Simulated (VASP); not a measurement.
Input of a VASP 6.6.1 run:

File INCAR:

```
SYSTEM = Be3AgS4
PREC     = Accurate       ! precision mode
ENCUT    = 520            ! plane-wave cutoff, eV
EDIFF    = 1E-6           ! SCF threshold, eV
ISMEAR   = 0              ! smearing method
SIGMA    = 0.1            ! smearing width, eV
LREAL    = .FALSE.        ! projectors in reciprocal space
LASPH    = .TRUE.         ! aspherical terms in the spheres
NELM     = 100            ! most SCF steps
ALGO     = Normal         ! electronic algorithm
ISIF     = 2              ! what is computed and relaxed
LWAVE    = .FALSE.        ! write WAVECAR
LCHARG   = .TRUE.         ! write CHGCAR
GGA      = PE             ! functional
LELF     = .TRUE.         ! ELF
LVHAR    = .TRUE.       
NBANDS   = 30             ! bands
```

File KPOINTS:

```
regular mesh
0
G
  8 8 8
  0 0 0
```

POSCAR

```
Be3AgS4
1.0
    4.8549054645      0.0000000000      0.0000000000
    0.0000000000      4.8549054645      0.0000000000
    0.0000000000      0.0000000000      4.8549054645
Be Ag S
3 1 4
Direct
    0.0000000000      0.5000000000      0.5000000000
    0.5000000000      0.0000000000      0.5000000000
    0.5000000000      0.5000000000      0.0000000000
    0.5000000000      0.5000000000      0.5000000000
    0.5000000000      0.0000000000      0.0000000000
    0.0000000000      0.5000000000      0.0000000000
    0.0000000000      0.0000000000      0.5000000000
    0.0000000000      0.0000000000      0.0000000000
```

Potentials or basis: VASP PAW PBE potentials, release 64 (Be, Ag, S).

Launch:

```sh
$ cat potpaw_PBE.64/Be/POTCAR potpaw_PBE.64/Ag/POTCAR potpaw_PBE.64/S/POTCAR > POTCAR
$ mpirun -np 1 vasp_std > vasp.out
```

What does it give for the pressure?

-0.1 GPa.
